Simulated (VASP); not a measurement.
**Be16H (a cell with a defect): single point with PBE**

The system is Be16H (a cell with a defect).

```
Be H
1.0
    -2.29000   -3.96640    0.00000
     3.43500   -1.98320    0.00000
     0.00000    0.00000    7.17686
Be H
16 1
Direct
  0.74995 0.49700 0.00171
  0.50009 0.33453 0.25038
  0.74995 0.49701 0.49904
  0.51661 0.34367 0.75038
  0.50310 0.99657 0.00504
  0.24994 0.83739 0.25038
  0.50310 0.99658 0.49571
  0.24917 0.81700 0.75037
  0.24999 0.50709 0.00609
  0.99962 0.33424 0.25038
  0.24999 0.50710 0.49467
  0.98326 0.34061 0.75038
  0.99657 0.99664 0.00549
  0.74977 0.82874 0.25038
  0.99657 0.99665 0.49527
  0.74987 0.83250 0.75038
  0.25164 0.17289 0.75038
```

```yaml
Program: VASP 6.6.1
Task: single point
Functional: PBE
Potentials_or_basis: VASP PAW PBE potentials, release 64 (Be, H)
Cutoff: 520 eV
k_mesh: 5 × 5 × 3
Occupations: fermi-dirac, width 0.15 eV
Spin: no spin polarisation
```

The pressure is 1.7 GPa. The largest force is 0.039 eV/Å and the band gap on the k mesh is zero (an odd number of electrons rules out a gap without spin polarisation).

Forces on the atoms (eV/Å):
```
Be  -0.005 -0.003  0.006
Be  -0.010 -0.005  0.000
Be  -0.005 -0.003 -0.006
Be  -0.012 -0.037  0.000
Be   0.001 -0.006  0.009
Be  -0.002 -0.001  0.000
Be   0.001 -0.006 -0.009
Be  -0.013  0.020  0.000
Be   0.008  0.005 -0.008
Be   0.011  0.000  0.000
Be   0.008  0.006  0.008
Be   0.023  0.000  0.000
Be  -0.002  0.010 -0.020
Be  -0.006  0.004  0.000
Be  -0.002  0.010  0.020
Be   0.007 -0.029  0.000
H    0.000  0.034  0.000
```

Stress tensor (GPa, compression positive):
```
0.87 0.88 0.00
0.88 1.96 0.00
0.00 0.00 2.27
```

Levels at points of the mesh, in eV from the Fermi level:
```
           k point  band 14  band 15  band 16  band 17  band 18  band 19
(0.00, 0.00, 0.00)    -3.43    -0.64     0.32     0.60     0.98     1.15
```

It took 3.3 min on 1 thread of Intel(R) Xeon(R) Platinum 8259CL CPU @ 2.50GHz (Skylake/Cascade Lake), with other jobs on the host, peak memory 0.27 GiB.
